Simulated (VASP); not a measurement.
# Rh (Fm-3m) in VASP: a series of runs

The runs below take Rh through single point, with PBEsol.

Program: VASP 6.6.1. These are calculated values, not measurements. Logs are shortened: lines on timing, memory, paths and dates and some standing lists are left out, and cuts for length are marked.

## (1) The cell of the first run

The structure is cubic, space group Fm-3m (No. 225). Conventional cell: a = 3.753 Å, b = 3.753 Å, c = 3.753 Å, α = 90.00°, β = 90.00°, γ = 90.00°. Rh (site symmetry m-3m) has 12 Rh at 2.65 Å within 3.5 Å.

## (2) Single point, PBEsol

The input, INCAR:

```
SYSTEM = Rh
PREC = Accurate
ENCUT = 520
EDIFF = 1E-6
ISMEAR = -1
SIGMA = 0.1
LREAL = .False.
LASPH = .True.
NELM = 100
ALGO = Normal
ISIF = 2
LWAVE = .False.
LCHARG = .False.
GGA = PS
NBANDS = 14
```

The input, KPOINTS:

```
Automatic mesh
0
Gamma
  24 24 24
  0 0 0
```

The input, POSCAR:

```
Rh
1.0
    0.0000000000      1.8766406660      1.8766406660
    1.8766406660      0.0000000000      1.8766406660
    1.8766406660      1.8766406660      0.0000000000
Rh
1
Direct
    0.0000000000      0.0000000000      0.0000000000
```

Potentials or basis: VASP PAW PBE potentials, release 64 (Rh_pv).

Started as:

```bash
$ cat potpaw_PBE.64/Rh_pv/POTCAR > POTCAR
$ mpirun -np 1 vasp_std > vasp.out
```

OUTCAR:

```text
SYSTEM = Rh
   PREC = Accurate
   ENCUT = 520
   EDIFF = 1E-6
   ISMEAR = -1
   LREAL = .False.
   LASPH = .True.
   NELM = 100
   ISIF = 2
   GGA = PS

 ion  position               nearest neighbor table
   1  0.000  0.000  0.000-

  LATTYP: Found a face centered cubic cell.
 ALAT       =     3.7532813320

  Lattice vectors:

 A1 = (   0.0000000000,   1.8766406660,   1.8766406660)
 A2 = (   1.8766406660,   0.0000000000,   1.8766406660)
 A3 = (   1.8766406660,   1.8766406660,   0.0000000000)

Analysis of symmetry for initial positions (statically):
=====================================================================
 Subroutine PRICEL returns:
 Original cell was already a primitive cell.

 Routine SETGRP: Setting up the symmetry group for a
 face centered cubic supercell.

 Subroutine GETGRP returns: Found 48 space group operations
 (whereof 48 operations were pure point group operations)
 out of a pool of 48 trial point group operations.

The static configuration has the point symmetry O_h .

Analysis of symmetry for dynamics (positions and initial velocities):
=====================================================================
 Subroutine PRICEL returns:
 Original cell was already a primitive cell.

 Routine SETGRP: Setting up the symmetry group for a
 face centered cubic supercell.

 Subroutine GETGRP returns: Found 48 space group operations
 (whereof 48 operations were pure point group operations)
 out of a pool of 48 trial point group operations.

The dynamic configuration has the point symmetry O_h .

 Subroutine INISYM returns: Found 48 space group operations
 (whereof 48 operations are pure point group operations),
 and found     1 'primitive' translations

----------------------------------------------------------------------------------------

                                     Primitive cell

  volume of cell :      13.2182

  direct lattice vectors                    reciprocal lattice vectors
     0.000000000  1.876640666  1.876640666    -0.266433532  0.266433532  0.266433532
     1.876640666  0.000000000  1.876640666     0.266433532 -0.266433532  0.266433532
     1.876640666  1.876640666  0.000000000     0.266433532  0.266433532 -0.266433532

  length of vectors
     2.653970682  2.653970682  2.653970682     0.461476413  0.461476413  0.461476413

  position of ions in fractional coordinates (direct lattice)
     0.000000000  0.000000000  0.000000000

  ion indices of the primitive-cell ions
   primitive index   ion index
                 1           1

----------------------------------------------------------------------------------------

 KPOINTS: Automatic mesh

Automatic generation of k-mesh.
 Grid dimensions read from file:
 generate k-points for:   24   24   24

 Generating k-lattice:

  Cartesian coordinates                     Fractional coordinates (reciprocal lattice)
    -0.011101397  0.011101397  0.011101397     0.041666667  0.000000000  0.000000000
     0.011101397 -0.011101397  0.011101397     0.000000000  0.041666667  0.000000000
     0.011101397  0.011101397 -0.011101397     0.000000000  0.000000000  0.041666667

  Length of vectors
     0.019228184  0.019228184  0.019228184

  Shift w.r.t. Gamma in fractional coordinates (k-lattice)
     0.000000000  0.000000000  0.000000000

 Subroutine IBZKPT returns following result:
 ===========================================

 Found    413 irreducible k-points:

 Following reciprocal coordinates:
            Coordinates               Weight
  0.000000  0.000000  0.000000      1.000000
  0.041667  0.000000  0.000000      8.000000
  0.083333  0.000000  0.000000      8.000000
  0.125000  0.000000  0.000000      8.000000
  0.166667  0.000000  0.000000      8.000000
  0.208333  0.000000  0.000000      8.000000
[... 16 lines left out ...]
  0.416667  0.041667  0.000000     24.000000
  0.458333  0.041667  0.000000     24.000000
 [... further k-points ...]
   k-points           NKPTS =    413   k-points in BZ     NKDIM =    413   number of bands    NBANDS=     14
   number of dos      NEDOS =    301   number of ions     NIONS =      1
   total plane-waves  NPLWV =   8000
   dimension x,y,z NGX =    20 NGY =   20 NGZ =   20
   dimension x,y,z NGXF=    40 NGYF=   40 NGZF=   40
   ions per type =               1
   NGX,Y,Z   is equivalent  to a cutoff of  12.53, 12.53, 12.53 a.u.
   NGXF,Y,Z  is equivalent  to a cutoff of  25.06, 25.06, 25.06 a.u.
 SYSTEM =  Rh
   PREC   = accura    normal or accurate (medium, high low for compatibility)
   ISTART =      0    job   : 0-new  1-cont  2-samecut
   ICHARG =      2    charge: 1-file 2-atom 10-const
   ISPIN  =      1    spin polarized calculation?
   LNONCOLLINEAR =      F non collinear calculations
   LSORBIT =      F    spin-orbit coupling
   LASPH  =      T    aspherical Exc in radial PAW
   ENCUT  =  520.0 eV  38.22 Ry    6.18 a.u.   4.93  4.93  4.93*2*pi/ulx,y,z
   NELM   =    100;   NELMIN=  2; NELMDL= -5     # of ELM steps
   EDIFF  = 0.1E-05   stopping-criterion for ELM
   LREAL  =      F    real-space projection
   EDIFFG = 0.1E-04   stopping-criterion for IOM
   NSW    =      0    number of steps for IOM
   IBRION =     -1    ionic relax: 0-MD 1-quasi-New 2-CG
   NFREE  =      0    steps in history (QN), initial steepest desc. (CG)
   ISIF   =      2    stress and relaxation
   ISYM   =      2    0-nonsym 1-usesym 2-fastsym
   POTIM  = 0.5000    time-step for ionic-motion
   TEBEG  =    0.0;   TEEND  =   0.0 temperature during run
   PSTRESS=    0.0 pullay stress
   NELECT =      15.0000    total number of electrons
   NUPDOWN=      -1.0000    fix difference up-down
   EMIN   =  10.00;   EMAX   =-10.00  energy-range for DOS
   EFERMI =   0.00;   METHOD = LEGACY
   ISMEAR =    -1;   SIGMA  =   0.10  broadening in eV -4-tet -1-fermi 0-gaus
   EFERMI_NEDOS =   21; number of points for ismear=-14 and -15
   IALGO  =     38    algorithm
   IMIX   =      4    mixing-type and parameters
     AMIX     =   0.40;   BMIX     =  1.00
     AMIX_MAG =   1.60;   BMIX_MAG =  1.00
  volume/ion in A,a.u.               =      13.22        89.20
  Fermi-wavevector in a.u.,A,eV,Ry     =   1.707579  3.226856 39.672220  2.915826
  Thomas-Fermi vector in A             =   2.786405
   LORBIT       =      0    0 simple, 1 ext, 2 COOP (PROOUT), +10 PAW based schemes
   GGA     = PS    functional components
   LHFCALC =     F    Hartree Fock is set to
   AEXX    =    0.0000 exact exchange contribution
   IVDW    =     0    specifies the selected vdW correction
   LEPSILON=     F    determine dielectric tensor
   LRPA    =     F    only Hartree local field effects (RPA)
 non-spin polarized calculation
  energy-cutoff  :      520.00
  volume of cell :       13.22
 maximum number of plane-waves:       368
   NGX =  9   NGY =  9   NGZ =  9

 number of electron      15.0000002 magnetization

 Free energy of the ion-electron system (eV)
  ---------------------------------------------------
  ext. energy  EPLUGINS =         0.00000000
  ---------------------------------------------------
  free energy    TOTEN  =        -8.15250670 eV

  energy without entropy =       -8.11183201  energy(sigma->0) =       -8.13216935

 E-fermi :  12.4845     XC(G=0): -14.4733

 val. band max:       12.4813875669   @ k =  -0.4167   0.4583   0.0833
 cond. band min:      12.4892150308   @ k =   0.4167   0.3750   0.0000
 fundamental gap:      0.0078274639
 Fermi energy:        12.4844678864

 k-point     1 :       0.0000    0.0000    0.0000
  band No.  band energies     occupation
      1     -33.9092      2.00000
      2     -33.9092      2.00000
      3     -33.9092      2.00000
      4       4.1439      2.00000
      5       9.2031      2.00000
      6       9.2031      2.00000
      7       9.2031      2.00000
      8      11.4500      1.99994
      9      11.4500      1.99994
     10      28.3892      0.00000
     11      32.7458      0.00000
     12      34.0661      0.00000
     13      34.0661      0.00000
     14      34.0661      0.00000

 k-point     2 :       0.0417    0.0000    0.0000
  band No.  band energies     occupation
      1     -33.9242      2.00000
      2     -33.9112      2.00000
      3     -33.9112      2.00000
      4       4.2173      2.00000
      5       9.1687      2.00000
      6       9.2327      2.00000
      7       9.2327      2.00000
      8      11.4324      1.99995
      9      11.4324      1.99995
     10      28.5010      0.00000
     11      32.7449      0.00000
     12      33.6472      0.00000
     13      34.1764      0.00000
     14      34.1764      0.00000

 k-point     3 :       0.0833    0.0000    0.0000
  band No.  band energies     occupation
      1     -33.9679      2.00000
      2     -33.9170      2.00000
      3     -33.9170      2.00000
      4       4.4320      2.00000
      5       9.0749      2.00000
      6       9.3155      2.00000
      7       9.3155      2.00000
      8      11.3875      1.99997
      9      11.3875      1.99997
     10      28.8183      0.00000
     11      32.6436      0.00000
     12      32.7730      0.00000
     13      34.5018      0.00000
     14      34.5018      0.00000
[... 324 lines left out ...]
 k-point    23 :       0.4167    0.0417    0.0000
  band No.  band energies     occupation
      1     -34.6755      2.00000
      2     -34.0230      2.00000
      3     -34.0186      2.00000
      4       6.1338      2.00000
      5       9.1666      2.00000
      6       9.2897      2.00000
      7      11.4167      1.99995
      8      12.9102      0.02793
      9      13.1002      0.00423
     10      23.1007      0.00000
     11      28.4730      0.00000
     12      32.7484      0.00000
     13      34.4537      0.00000
     14      35.0647      0.00000

 k-point    24 :       0.4583    0.0417    0.0000
  band No.  band energies     occupation
      1     -34.7239      2.00000
      2     -34.0281      2.00000
      3     -34.0276      2.00000
      4       6.0753      2.00000
      5       9.0986      2.00000
      6       9.2151      2.00000
      7      11.9797      1.98724
      8      13.0762      0.00537
      9      13.6140      0.00002
     10      22.0738      0.00000
     11      28.1621      0.00000
     12      32.7484      0.00000
     13      34.0526      0.00000
     14      34.3435      0.00000

 [... further k-points ...]

------------------------ aborting loop because EDIFF is reached ----------------------------------------

  FORCE on cell =-STRESS in cart. coord.  units (eV):
  Direction    XX          YY          ZZ          XY          YZ          ZX
  --------------------------------------------------------------------------------------
  -------------------------------------------------------------------------------------
  Total        0.5696284      0.5696284      0.5696284      0.0000000      0.0000000      0.0000000
  in kB       69.0444569     69.0444569     69.0444569      0.0000000      0.0000000      0.0000000
  external PRESSURE =      69.0444569 kB  Pullay stress =       0.0000000 kB

 VOLUME and BASIS-vectors are now :
 -----------------------------------------------------------------------------
  energy-cutoff  :      520.00
  volume of cell :       13.22
      direct lattice vectors                 reciprocal lattice vectors
     0.000000000  1.876640666  1.876640666    -0.266433532  0.266433532  0.266433532
     1.876640666  0.000000000  1.876640666     0.266433532 -0.266433532  0.266433532
     1.876640666  1.876640666  0.000000000     0.266433532  0.266433532 -0.266433532

 POSITION                                       TOTAL-FORCE (eV/Angst)
 -----------------------------------------------------------------------------------
      0.00000      0.00000      0.00000         0.000000     -0.000000      0.000000
 -----------------------------------------------------------------------------------
    total drift:                                0.000000      0.000000      0.000000

  FREE ENERGIE OF THE ION-ELECTRON SYSTEM (eV)
  ---------------------------------------------------
  free  energy   TOTEN  =        -8.1525066962 eV

  energy  without entropy=       -8.1118320116  energy(sigma->0) =       -8.13216935
```

Wall time 49 s (1 thread of Intel Xeon Platinum 8259CL at 2.50GHz (Skylake/Cascade Lake), shared host); peak memory 0.18 GiB.

Results:

```
Free energy            : -8.1525 eV
Pressure               : 6.9 GPa
Band gap on the k mesh : zero (an odd number of electrons rules out a gap without spin polarisation)
```

Caveat: the cell stands under pressure; the PAW data sets were made with another functional, which shifts forces and pressure a little.

## (3) Single point, PBEsol

This run uses another cell than the first one, of 13.43 Å³/atom.

The input, INCAR:

```
PREC = Accurate
ENCUT = 520
EDIFF = 1E-6
ISMEAR = -1
SIGMA = 0.1
LREAL = False
LASPH = True
NELM = 100
ALGO = Normal
ISIF = 2
LWAVE = False
LCHARG = True
GGA = PS
LELF = True
LVHAR = True
NBANDS = 14
```

The input, KPOINTS:

```
regular mesh
0
Gamma
  24 24 24
```

The input, POSCAR:

```
Rh
1.0
    0.0000000000      1.8865995699      1.8865995699
    1.8865995699      0.0000000000      1.8865995699
    1.8865995699      1.8865995699      0.0000000000
Rh
1
Direct
    0.0000000000      0.0000000000      0.0000000000
```

Potentials or basis: VASP PAW PBE potentials, release 64 (Rh_pv).

Started as:

```bash
$ cat potpaw_PBE.64/Rh_pv/POTCAR > POTCAR
$ mpirun -np 1 vasp_std > vasp.out
```

OUTCAR:

```text
PREC = Accurate
   ENCUT = 520
   EDIFF = 1E-6
   ISMEAR = -1
   LREAL = False
   LASPH = True
   NELM = 100
   ISIF = 2
   GGA = PS

 ion  position               nearest neighbor table
   1  0.000  0.000  0.000-

  LATTYP: Found a face centered cubic cell.
 ALAT       =     3.7731991398

  Lattice vectors:

 A1 = (   0.0000000000,   1.8865995699,   1.8865995699)
 A2 = (   1.8865995699,   0.0000000000,   1.8865995699)
[... 584 lines left out ...]
     12      32.4922      0.00000
     13      33.5975      0.00000
     14      33.8864      0.00000

 [... further k-points ...]

------------------------ aborting loop because EDIFF is reached ----------------------------------------

  FORCE on cell =-STRESS in cart. coord.  units (eV):
  Direction    XX          YY          ZZ          XY          YZ          ZX
  --------------------------------------------------------------------------------------
  -------------------------------------------------------------------------------------
  Total        0.1584537      0.1584537      0.1584537      0.0000000      0.0000000      0.0000000
  in kB       18.9035719     18.9035719     18.9035719      0.0000000      0.0000000      0.0000000
  external PRESSURE =      18.9035719 kB  Pullay stress =       0.0000000 kB

 VOLUME and BASIS-vectors are now :
 -----------------------------------------------------------------------------
  energy-cutoff  :      520.00
  volume of cell :       13.43
      direct lattice vectors                 reciprocal lattice vectors
     0.000000000  1.886599570  1.886599570    -0.265027093  0.265027093  0.265027093
     1.886599570  0.000000000  1.886599570     0.265027093 -0.265027093  0.265027093
     1.886599570  1.886599570  0.000000000     0.265027093  0.265027093 -0.265027093

 POSITION                                       TOTAL-FORCE (eV/Angst)
 -----------------------------------------------------------------------------------
      0.00000      0.00000      0.00000         0.000000      0.000000      0.000000
 -----------------------------------------------------------------------------------
    total drift:                                0.000000     -0.000000     -0.000000

  FREE ENERGIE OF THE ION-ELECTRON SYSTEM (eV)
  ---------------------------------------------------
  free  energy   TOTEN  =        -8.1584392267 eV

  energy  without entropy=       -8.1165059383  energy(sigma->0) =       -8.13747258
```

OSZICAR:

```text
N       E                     dE             d eps       ncg     rms          rms(c)
DAV:   1     0.118899211466E+03    0.11890E+03   -0.87364E+03 11588   0.115E+03
DAV:   2    -0.721188915633E+01   -0.12611E+03   -0.12056E+03 12830   0.342E+02
DAV:   3    -0.878186528816E+01   -0.15700E+01   -0.15675E+01 13856   0.418E+01
DAV:   4    -0.878740486257E+01   -0.55396E-02   -0.55394E-02 13154   0.255E+00
DAV:   5    -0.878745142224E+01   -0.46560E-04   -0.46561E-04 13622   0.206E-01    0.117E+01
DAV:   6    -0.818639852427E+01    0.60105E+00   -0.98202E-01 12236   0.138E+01    0.374E+00
DAV:   7    -0.816341699883E+01    0.22982E-01   -0.22556E-02 13394   0.186E+00    0.169E+00
DAV:   8    -0.815868824073E+01    0.47288E-02   -0.47390E-03 12176   0.950E-01    0.261E-01
DAV:   9    -0.815843406533E+01    0.25418E-03   -0.19585E-04 12092   0.199E-01    0.266E-02
DAV:  10    -0.815843899745E+01   -0.49321E-05   -0.24388E-06 13066   0.180E-02    0.594E-03
DAV:  11    -0.815843922673E+01   -0.22928E-06   -0.45200E-07  6238   0.950E-03
   1 F= -.81584392E+01 E0= -.81374726E+01  d E =-.419333E-01
```

stdout:

```text
POSCAR found type information on POSCAR Rh
 POSCAR found :  1 types and       1 ions
 scaLAPACK will be used
 -----------------------------------------------------------------------------
|                                                                             |
|                                                                             |
|     You enforced a specific xc type in the INCAR file but a different       |
|     I HOPE YOU KNOW WHAT YOU ARE DOING!                                     |
|                                                                             |
 -----------------------------------------------------------------------------

 LDA part: xc-table for (Slater+PW92), standard interpolation
 POSCAR, INCAR and KPOINTS ok, starting setup
 FFT: planning ... GRIDC
 FFT: planning ... GRID_SOFT
 FFT: planning ... GRID
 WAVECAR not read
 entering main loop
```

Wall time 52 s (1 thread of Intel Xeon Platinum 8259CL at 2.50GHz (Skylake/Cascade Lake), shared host); peak memory 0.18 GiB.

What came out:

```
Free energy            : -8.1584 eV
Pressure               : 1.9 GPa
Band gap on the k mesh : zero (an odd number of electrons rules out a gap without spin polarisation)
```

Caveat: the PAW data sets were made with another functional, which shifts forces and pressure a little.

(Continued in part 2 of 2.)
